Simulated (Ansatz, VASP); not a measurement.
## WC: VASP beside Ansatz

File INCAR:

```
SYSTEM = WC
PREC = Accurate
ENCUT = 910
EDIFF = 1E-8
ISMEAR = -1
SIGMA = 0.05
LREAL = .False.
LASPH = .True.
NELM = 120
ALGO = Normal
ISIF = 2
LWAVE = .False.
LCHARG = .False.
GGA = PS
LEFG = .True.
NBANDS = 16
GGA_COMPAT = .False.
```

File KPOINTS:

```
regular mesh
0
Gamma
  14 14 13
  0 0 0
```

POSCAR

```
WC
1.0
    2.8424914073      0.0000000000      0.0000000000
   -1.4212457036      2.4616697688      0.0000000000
    0.0000000000      0.0000000000      2.8290000000
W C
1 1
Direct
    0.0000000000      0.0000000000      0.0000000000
    0.6666666667      0.3333333333      0.5000000000
```

Input for Ansatz:

```yaml
crystal:
  lattice:
    - [2.8424914073, 0.0, 0.0]
    - [-1.4212457036, 2.4616697688, 0.0]
    - [0.0, 0.0, 2.829]
  atoms:
    - { symbol: W, position: [0.0, 0.0, 0.0] }
    - { symbol: C, position: [0.6666666667, 0.3333333333, 0.5] }
kpoints:
  mp_grid: { grid: [14, 14, 13] }
scf:
  occupations: { method: fermi_dirac, width: 0.05 }
hamiltonian:
  xc: pbesol
  pseudopotentials: { kind: paw }
output:
  forces: true
  stress: true
  eigenvalues: true
  efg: { contact_densities: true }
```

Change from the starting cell: equal xx and yy strain of -2 %, PAW files.

Alike in both runs: task electric field gradients; functional PBEsol; k mesh 14 × 14 × 13; occupations fermi-dirac, width 0.05 eV; no spin polarisation.

```csv
,VASP,Ansatz
version,VASP 6.6.1,Ansatz 0.2.0
potentials or method,"VASP PAW PBE potentials, release 64 (W_sv, C_h)","PAW with Ansatz's default frozen-core files, scalar-relativistic"
plane-wave cutoff (eV),910,420
valence electrons in the cell,18,18
```

Ansatz gave:

```
size of Vzz on the site where it differs most (V/Å²) : 111.4
```

Estimate VASP's values.

size of Vzz on the site where it differs most (V/Å²): 118.3.

VASP's potentials were made for PBE, not for PBEsol. The functional is the same, so the differences come from potentials, cutoffs and numerics.

Neither program's run includes spin-orbit coupling. Noted on VASP's run: the cutoff is short for stress, so the pressure is rough.
